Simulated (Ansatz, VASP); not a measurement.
# SiP5: VASP beside Ansatz

```xyz
6
Lattice="0.0000 3.5649 3.5649 3.5649 0.0000 3.5649 3.5649 3.5649 0.0000" Properties=species:S:1:pos:R:3 pbc="T T T"
Si    0.0000    0.0000    0.0000
P     2.6817    4.4480    4.4480
P     5.3473    5.3473    5.3473
P     4.4480    4.4480    2.6817
P     4.4480    2.6817    4.4480
P     2.6817    2.6817    2.6817
```

Change from the starting cell: species swapped into the Be5Au type (F-43m, No. 216).

Alike in both runs: task relaxation of cell and atoms; functional PBE; k mesh 10 × 10 × 10; occupations gaussian, width 0.1 eV; no spin polarisation.

```csv
,VASP,Ansatz
version,VASP 6.6.1,Ansatz 0.2.0
potentials or method,"VASP PAW PBE potentials, release 64 (Si, P), cutoff 600 eV","scalar-relativistic, plane waves, PAW"
valence electrons in the cell,29,29
```

|  | VASP | Ansatz | Ansatz less VASP |
| --- | --- | --- | --- |
| gap on the k mesh at the Fermi level, each at its own relaxed structure (eV) | none | none | - |
| relaxed volume (Å³/atom) | 15.65 | 15.53 | -0.121 |
| relaxed length of the cell vector where the two differ most in proportion (Å) | 5.102 | 5.089 | -0.0132 |

A gap of «none» marks a metal or a gap that the smearing closes.
